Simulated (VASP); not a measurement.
# SnTe (P1) in VASP: further runs, part 2 of 3

VASP 6.6.1. Earlier steps stand in the parts before.

**3. Single point, LDA**

INCAR reads:

```
SYSTEM = SnTe
PREC = Accurate
ENCUT = 500
EDIFF = 1E-6
ISMEAR = 0
SIGMA = 0.01
LREAL = .False.
LASPH = .True.
NELM = 120
ALGO = Normal
ISIF = 2
LWAVE = .False.
LCHARG = .True.
LELF = .True.
LVHAR = .True.
NBANDS = 17
GGA_COMPAT = .False.
```

KPOINTS reads:

```
Automatic mesh
0
Gamma
  4 4 4
  0 0 0
```

POSCAR reads:

```
SnTe
1.0
    0.0000000000      3.6111500000      3.6111500000
    3.6111500000      0.0000000000      3.6111500000
    3.6111500000      3.6111500000      0.0000000000
Sn Te
1 1
Direct
    0.9930323002      0.9911776998      0.9852723002
    0.7376400000      0.7609500000      0.7361200000
```

Potentials or basis: VASP PAW LDA potentials, release 64 (Sn_d, Te).

The run is started by

```console
> cat potpaw_LDA.64/Sn_d/POTCAR potpaw_LDA.64/Te/POTCAR > POTCAR
> mpirun -np 1 vasp_std > vasp.out
```

It took 32 s on 1 thread of Intel Xeon Platinum 8488C (Sapphire Rapids), shared host; peak memory 0.22 GiB.

It converged, with:

```yaml
Free_energy: -7.9961 eV
Pressure: -2.3 GPa
Largest_force: 0.200 eV/Å
```

Forces on the atoms (eV/Å):
```
Sn   0.164 -0.027  0.112
Te  -0.164  0.027 -0.112
```

Stress tensor (GPa, compression positive):
```
-2.26  0.22 -0.06
 0.22 -2.34  0.31
-0.06  0.31 -2.27
```

Levels at points of the mesh, in eV from the Fermi level:
```
           k point  band 6  band 7  band 8  band 9  band 10  band 11  band 12  band 13  band 14  band 15
(0.00, 0.00, 0.00)  -11.59   -5.30   -2.10   -1.96    -1.74     0.81     0.97     1.11     3.87     6.43
(0.50, 0.00, 0.00)  -11.05   -7.12   -2.60   -2.31    -2.07     1.53     2.01     3.32     5.46     6.14
(0.00, 0.50, 0.00)  -11.10   -6.89   -2.58   -2.44    -2.26     1.60     1.83     3.18     5.42     6.42
(0.00, 0.00, 0.50)  -11.06   -7.06   -2.62   -2.32    -2.11     1.51     2.00     3.28     5.45     6.21
(0.50, 0.50, 0.50)  -11.02   -7.21   -2.54   -2.33    -2.00     1.62     1.96     3.38     5.48     6.03
(0.50, 0.50, 0.00)  -10.84   -7.43   -3.18   -3.07    -0.75     0.01     3.74     3.89     5.25     6.26
(0.00, 0.50, 0.50)  -10.84   -7.42   -3.21   -3.05    -0.76     0.03     3.70     3.93     5.24     6.28
(0.50, 0.00, 0.50)  -10.84   -7.44   -3.15   -3.10    -0.73     0.00     3.79     3.83     5.27     6.24
```

Caveat: the k points lie up to 0.38 Å⁻¹ apart; spin-orbit coupling is left out, which moves the levels of the heavy elements.

**4. Single point, LDA**

INCAR reads:

```
SYSTEM = SnTe
PREC     = Accurate       ! precision mode
ENCUT    = 500            ! plane-wave cutoff, eV
EDIFF    = 1E-6           ! SCF threshold, eV
ISMEAR   = 0              ! smearing method
SIGMA    = 0.01           ! smearing width, eV
LREAL    = .FALSE.        ! projectors in reciprocal space
LASPH    = .TRUE.         ! aspherical terms in the spheres
NELM     = 120            ! most SCF steps
ALGO     = Normal         ! electronic algorithm
ISIF     = 2              ! what is computed and relaxed
LWAVE    = .FALSE.        ! write WAVECAR
LCHARG   = .FALSE.        ! write CHGCAR
NBANDS   = 17             ! bands
GGA_COMPAT= .FALSE.
```

KPOINTS reads:

```
Automatic mesh
0
G
  4 4 4
  0 0 0
```

POSCAR, as its differences from that of step 3:

```diff
@@ -8,3 +8,3 @@
 Direct
-    0.9930323002      0.9911776998      0.9852723002
+    0.9916476998      0.9925623002      0.9838876998
     0.7376400000      0.7609500000      0.7361200000
```

The run is started by

```console
> cat potpaw_LDA.64/Sn_d/POTCAR potpaw_LDA.64/Te/POTCAR > POTCAR
> mpirun -np 1 vasp_std > vasp.out
```

Run time: 31 s. Hardware: 1 thread of Intel Xeon Platinum 8488C (Sapphire Rapids), shared host; peak memory 0.23 GiB.

The run converged. Its results:

```yaml
Free_energy: -7.9962 eV
Pressure: -2.3 GPa
Largest_force: 0.201 eV/Å
```

Forces on the atoms (eV/Å):
```
Sn   0.166 -0.002  0.114
Te  -0.166  0.002 -0.114
```

Stress tensor (GPa, compression positive):
```
-2.27  0.22 -0.02
 0.22 -2.36  0.32
-0.02  0.32 -2.27
```

Levels at points of the mesh, in eV from the Fermi level:
| k point | band 7 | band 8 | band 9 | band 10 | band 11 | band 12 | band 13 | band 14 |
| --- | --- | --- | --- | --- | --- | --- | --- | --- |
| (0.00, 0.00, 0.00) | -5.30 | -2.11 | -1.94 | -1.75 | 0.81 | 0.96 | 1.12 | 3.87 |
| (0.50, 0.00, 0.00) | -7.11 | -2.60 | -2.31 | -2.08 | 1.53 | 2.00 | 3.31 | 5.46 |
| (0.00, 0.50, 0.00) | -6.90 | -2.59 | -2.42 | -2.25 | 1.58 | 1.85 | 3.19 | 5.42 |
| (0.00, 0.00, 0.50) | -7.05 | -2.62 | -2.32 | -2.12 | 1.51 | 1.99 | 3.27 | 5.45 |
| (0.50, 0.50, 0.50) | -7.22 | -2.53 | -2.34 | -1.99 | 1.64 | 1.94 | 3.39 | 5.48 |
| (0.50, 0.50, 0.00) | -7.43 | -3.18 | -3.07 | -0.75 | 0.01 | 3.73 | 3.89 | 5.25 |
| (0.00, 0.50, 0.50) | -7.42 | -3.21 | -3.05 | -0.76 | 0.03 | 3.70 | 3.93 | 5.24 |
| (0.50, 0.00, 0.50) | -7.44 | -3.14 | -3.11 | -0.73 | 0.00 | 3.81 | 3.81 | 5.27 |

Caveat: the k points lie up to 0.38 Å⁻¹ apart; spin-orbit coupling is left out, which moves the levels of the heavy elements.

**5. Single point, LDA**

INCAR reads:

```
SYSTEM = SnTe
PREC = Accurate ; ENCUT = 500
EDIFF = 1E-6 ; ISMEAR = 0
SIGMA = 0.01 ; LREAL = .False.
LASPH = .True. ; NELM = 120
ALGO = Normal ; ISIF = 2
LWAVE = .False. ; LCHARG = .True.
LELF = .True. ; LVHAR = .True.
NBANDS = 17 ; GGA_COMPAT = .False.
```

KPOINTS reads:

```
regular mesh
0
Gamma
  4 4 4
  0 0 0
```

POSCAR, as its differences from that of step 4:

```diff
@@ -8,3 +8,3 @@
 Direct
-    0.9916476998      0.9925623002      0.9838876998
+    0.9951092009      0.9891007991      0.9873492009
     0.7376400000      0.7609500000      0.7361200000
```

Potentials or basis: VASP PAW LDA potentials, release 64 (Sn_d, Te).

The run is started by

```console
> cat potpaw_LDA.64/Sn_d/POTCAR potpaw_LDA.64/Te/POTCAR > POTCAR
> mpirun -np 1 vasp_std > vasp.out
```

OUTCAR:

```text
SYSTEM = SnTe
   PREC = Accurate
   ENCUT = 500
   EDIFF = 1E-6
   ISMEAR = 0
   LREAL = .False.
   LASPH = .True.
   NELM = 120
   ISIF = 2

 ion  position               nearest neighbor table
   1  0.995  0.989  0.987-   2 3.07   2 3.10   2 3.12   2 3.22
   2  0.738  0.761  0.736-   1 3.07   1 3.10   1 3.12   1 3.22

  LATTYP: Found a face centered cubic cell.
 ALAT       =     7.2223000000

  Lattice vectors:

 A1 = (   0.0000000000,   3.6111500000,   3.6111500000)
 A2 = (   3.6111500000,   0.0000000000,   3.6111500000)
 A3 = (   3.6111500000,   3.6111500000,   0.0000000000)

Analysis of symmetry for initial positions (statically):
=====================================================================
 Subroutine PRICEL returns:
 Original cell was already a primitive cell.

 Routine SETGRP: Setting up the symmetry group for a
 face centered cubic supercell.

 Subroutine GETGRP returns: Found  1 space group operations
 (whereof  1 operations were pure point group operations)
 out of a pool of 48 trial point group operations.

The static configuration has the point symmetry C_1 .

Analysis of symmetry for dynamics (positions and initial velocities):
=====================================================================
 Subroutine PRICEL returns:
 Original cell was already a primitive cell.

 Routine SETGRP: Setting up the symmetry group for a
 face centered cubic supercell.

 Subroutine GETGRP returns: Found  1 space group operations
 (whereof  1 operations were pure point group operations)
 out of a pool of 48 trial point group operations.

The dynamic configuration has the point symmetry C_1 .

 Subroutine INISYM returns: Found  1 space group operations
 (whereof  1 operations are pure point group operations),
 and found     1 'primitive' translations

----------------------------------------------------------------------------------------

                                     Primitive cell

  volume of cell :      94.1817

  direct lattice vectors                    reciprocal lattice vectors
     0.000000000  3.611150000  3.611150000    -0.138460047  0.138460047  0.138460047
     3.611150000  0.000000000  3.611150000     0.138460047 -0.138460047  0.138460047
     3.611150000  3.611150000  0.000000000     0.138460047  0.138460047 -0.138460047

  length of vectors
     5.106937306  5.106937306  5.106937306     0.239819837  0.239819837  0.239819837

  position of ions in fractional coordinates (direct lattice)
     0.995109201  0.989100799  0.987349201
     0.737640000  0.760950000  0.736120000

  ion indices of the primitive-cell ions
   primitive index   ion index
                 1           1
                 2           2

----------------------------------------------------------------------------------------

 KPOINTS: regular mesh

Automatic generation of k-mesh.
 Grid dimensions read from file:
 generate k-points for:    4    4    4

 Generating k-lattice:

  Cartesian coordinates                     Fractional coordinates (reciprocal lattice)
    -0.034615012  0.034615012  0.034615012     0.250000000  0.000000000  0.000000000
     0.034615012 -0.034615012  0.034615012     0.000000000  0.250000000  0.000000000
     0.034615012  0.034615012 -0.034615012     0.000000000  0.000000000  0.250000000

  Length of vectors
     0.059954959  0.059954959  0.059954959

  Shift w.r.t. Gamma in fractional coordinates (k-lattice)
     0.000000000  0.000000000  0.000000000

 Subroutine IBZKPT returns following result:
 ===========================================

 Found     36 irreducible k-points:

 Following reciprocal coordinates:
            Coordinates               Weight
  0.000000  0.000000  0.000000      1.000000
  0.250000  0.000000  0.000000      2.000000
  0.000000  0.250000  0.000000      2.000000
  0.000000  0.000000  0.250000      2.000000
  0.250000  0.250000  0.250000      2.000000
  0.500000  0.000000  0.000000      1.000000
[... 16 lines left out ...]
  0.250000  0.500000  0.500000      2.000000
  0.500000  0.000000  0.250000      2.000000
 [... further k-points ...]
   k-points           NKPTS =     36   k-points in BZ     NKDIM =     36   number of bands    NBANDS=     17
   number of dos      NEDOS =    301   number of ions     NIONS =      2
   total plane-waves  NPLWV =  64000
   dimension x,y,z NGX =    40 NGY =   40 NGZ =   40
   dimension x,y,z NGXF=    80 NGYF=   80 NGZF=   80
   ions per type =               1   1
   NGX,Y,Z   is equivalent  to a cutoff of  13.02, 13.02, 13.02 a.u.
   NGXF,Y,Z  is equivalent  to a cutoff of  26.04, 26.04, 26.04 a.u.
 SYSTEM =  SnTe
   PREC   = accura    normal or accurate (medium, high low for compatibility)
   ISTART =      0    job   : 0-new  1-cont  2-samecut
   ICHARG =      2    charge: 1-file 2-atom 10-const
   ISPIN  =      1    spin polarized calculation?
   LNONCOLLINEAR =      F non collinear calculations
   LSORBIT =      F    spin-orbit coupling
   LASPH  =      T    aspherical Exc in radial PAW
   ENCUT  =  500.0 eV  36.75 Ry    6.06 a.u.   9.31  9.31  9.31*2*pi/ulx,y,z
   NELM   =    120;   NELMIN=  2; NELMDL= -5     # of ELM steps
   EDIFF  = 0.1E-05   stopping-criterion for ELM
   LREAL  =      F    real-space projection
   EDIFFG = 0.1E-04   stopping-criterion for IOM
   NSW    =      0    number of steps for IOM
   IBRION =     -1    ionic relax: 0-MD 1-quasi-New 2-CG
   NFREE  =      0    steps in history (QN), initial steepest desc. (CG)
   ISIF   =      2    stress and relaxation
   ISYM   =      2    0-nonsym 1-usesym 2-fastsym
   POTIM  = 0.5000    time-step for ionic-motion
   TEBEG  =    0.0;   TEEND  =   0.0 temperature during run
   PSTRESS=    0.0 pullay stress
   NELECT =      20.0000    total number of electrons
   NUPDOWN=      -1.0000    fix difference up-down
   EMIN   =  10.00;   EMAX   =-10.00  energy-range for DOS
   EFERMI =   0.00;   METHOD = LEGACY
   ISMEAR =     0;   SIGMA  =   0.01  broadening in eV -4-tet -1-fermi 0-gaus
   EFERMI_NEDOS =   21; number of points for ismear=-14 and -15
   IALGO  =     38    algorithm
   IMIX   =      4    mixing-type and parameters
     AMIX     =   0.40;   BMIX     =  1.00
     AMIX_MAG =   1.60;   BMIX_MAG =  1.00
  volume/ion in A,a.u.               =      47.09       317.78
  Fermi-wavevector in a.u.,A,eV,Ry     =   0.976703  1.845702 12.979268  0.953949
  Thomas-Fermi vector in A             =   2.107343
   LORBIT       =      0    0 simple, 1 ext, 2 COOP (PROOUT), +10 PAW based schemes
   GGA     = CA    functional components
   LHFCALC =     F    Hartree Fock is set to
   AEXX    =    0.0000 exact exchange contribution
   IVDW    =     0    specifies the selected vdW correction
   LEPSILON=     F    determine dielectric tensor
   LRPA    =     F    only Hartree local field effects (RPA)
 non-spin polarized calculation
 Gauss-broadening in eV      SIGMA  =   0.01
  energy-cutoff  :      500.00
  volume of cell :       94.18
 maximum number of plane-waves:      2421
 NGX is ok and might be reduce to    40
   NGX = 19   NGY = 19   NGZ = 19

 number of electron      20.0000000 magnetization

 Free energy of the ion-electron system (eV)
  ---------------------------------------------------
  ext. energy  EPLUGINS =         0.00000000
  ---------------------------------------------------
  free energy    TOTEN  =        -7.99540183 eV

  energy without entropy =       -7.99506966  energy(sigma->0) =       -7.99523574

 E-fermi :   2.9333     XC(G=0):  -7.8121

 val. band max:        2.9245118877   @ k =  -0.2500   0.5000   0.2500
 cond. band min:       2.9338327894   @ k =   0.5000   0.0000   0.5000
 fundamental gap:      0.0093209018
 Fermi energy:         2.9332591475

 k-point     1 :       0.0000    0.0000    0.0000
  band No.  band energies     occupation
      1     -18.7944      2.00000
      2     -18.7908      2.00000
      3     -18.7892      2.00000
      4     -18.7795      2.00000
      5     -18.7774      2.00000
      6      -8.6596      2.00000
[... 9 lines left out ...]
     16       9.3643      0.00000
     17      10.2442      0.00000

 k-point     2 :       0.2500    0.0000    0.0000
  band No.  band energies     occupation
      1     -18.7939      2.00000
      2     -18.7907      2.00000
      3     -18.7891      2.00000
      4     -18.7795      2.00000
      5     -18.7770      2.00000
      6      -8.4147      2.00000
[... 9 lines left out ...]
     16       8.7682      0.00000
     17       9.9256      0.00000
[... 421 lines left out ...]
 k-point    24 :       0.5000    0.0000    0.2500
  band No.  band energies     occupation
      1     -18.7950      2.00000
      2     -18.7897      2.00000
      3     -18.7883      2.00000
      4     -18.7790      2.00000
      5     -18.7771      2.00000
      6      -8.0145      2.00000
[... 9 lines left out ...]
     16      10.0402      0.00000
     17      10.8381      0.00000

 [... further k-points ...]
[... 5 lines left out ...]
  --------------------------------------------------------------------------------------
  -------------------------------------------------------------------------------------
  Total       -1.3204457     -1.3575444     -1.3274115      0.1270836      0.1849057     -0.0719844
  in kB      -22.4628341    -23.0939408    -22.5813336      2.1618898      3.1455331     -1.2245666
  external PRESSURE =     -22.7127029 kB  Pullay stress =       0.0000000 kB

 VOLUME and BASIS-vectors are now :
 -----------------------------------------------------------------------------
  energy-cutoff  :      500.00
  volume of cell :       94.18
      direct lattice vectors                 reciprocal lattice vectors
     0.000000000  3.611150000  3.611150000    -0.138460047  0.138460047  0.138460047
     3.611150000  0.000000000  3.611150000     0.138460047 -0.138460047  0.138460047
     3.611150000  3.611150000  0.000000000     0.138460047  0.138460047 -0.138460047

 POSITION                                       TOTAL-FORCE (eV/Angst)
 -----------------------------------------------------------------------------------
      7.13726      7.15895      7.16528         0.161197     -0.061971      0.108552
      5.40614      5.32197      5.41163        -0.161197      0.061971     -0.108552
 -----------------------------------------------------------------------------------
    total drift:                                0.000019     -0.000257      0.000104

  FREE ENERGIE OF THE ION-ELECTRON SYSTEM (eV)
  ---------------------------------------------------
  free  energy   TOTEN  =        -7.9954018293 eV

  energy  without entropy=       -7.9950696570  energy(sigma->0) =       -7.99523574
```

stdout:

```text
POSCAR found type information on POSCAR SnTe
 POSCAR found :  2 types and       2 ions
 scaLAPACK will be used
 LDA part: xc-table for (Slater(with rela. corr.)+CA(PZ))
 , standard interpolation
 POSCAR, INCAR and KPOINTS ok, starting setup
 FFT: planning ... GRIDC
 FFT: planning ... GRID_SOFT
 FFT: planning ... GRID
 WAVECAR not read
 entering main loop
```

Run time: 30 s. Hardware: 1 thread of Intel Xeon Platinum 8488C (Sapphire Rapids), shared host; peak memory 0.22 GiB.

Results:

- Free energy: -7.9954 eV
- Pressure: -2.3 GPa
- Largest force: 0.204 eV/Å
- Band gap on the k mesh: 0.01 eV, indirect (least direct gap 0.74 eV)

Forces on the atoms (eV/Å):
```
Sn   0.161 -0.062  0.109
Te  -0.161  0.062 -0.109
```

Stress tensor (GPa, compression positive):
```
-2.25  0.22 -0.12
 0.22 -2.31  0.31
-0.12  0.31 -2.26
```

Caveat: spin-orbit coupling is left out, which moves the levels of the heavy elements.

(Part 2 of 3 ends here.)
